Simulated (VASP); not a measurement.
Input of a VASP 6.6.1 run:

INCAR

```
SYSTEM = MgO
PREC = Accurate
ENCUT = 840
EDIFF = 1E-6
ISMEAR = 0
SIGMA = 0.01
LREAL = .FALSE.
LASPH = .TRUE.
NELM = 120
ALGO = Normal
ISIF = 2
LWAVE = .FALSE.
LCHARG = .TRUE.
LELF = .TRUE.
LVHAR = .TRUE.
NBANDS = 15
GGA_COMPAT = .FALSE.
```

The input KPOINTS:

```
regular mesh
0
G
  10 10 10
  0 0 0
```

File POSCAR:

```
MgO
1.0
    0.0000000000      2.1021680206      2.1021680206
    2.1021680206      0.0000000000      2.1021680206
    2.1021680206      2.1021680206      0.0000000000
Mg O
1 1
Direct
    0.0000000000      0.0000000000      0.0000000000
    0.5000000000      0.5000000000      0.5000000000
```

Potentials or basis: VASP PAW LDA potentials, release 64 (Mg_sv, O).

The run is started by

```sh
$ cat potpaw_LDA.64/Mg_sv/POTCAR potpaw_LDA.64/O/POTCAR > POTCAR
$ mpirun -np 1 vasp_std > vasp.out
```

(1) Predict the pressure.

(2) What does it give for the band gap on the k mesh?

## Answers

(1) -4.7 GPa.

(2) 4.72 eV.

Caveat: the cell stands under tension.
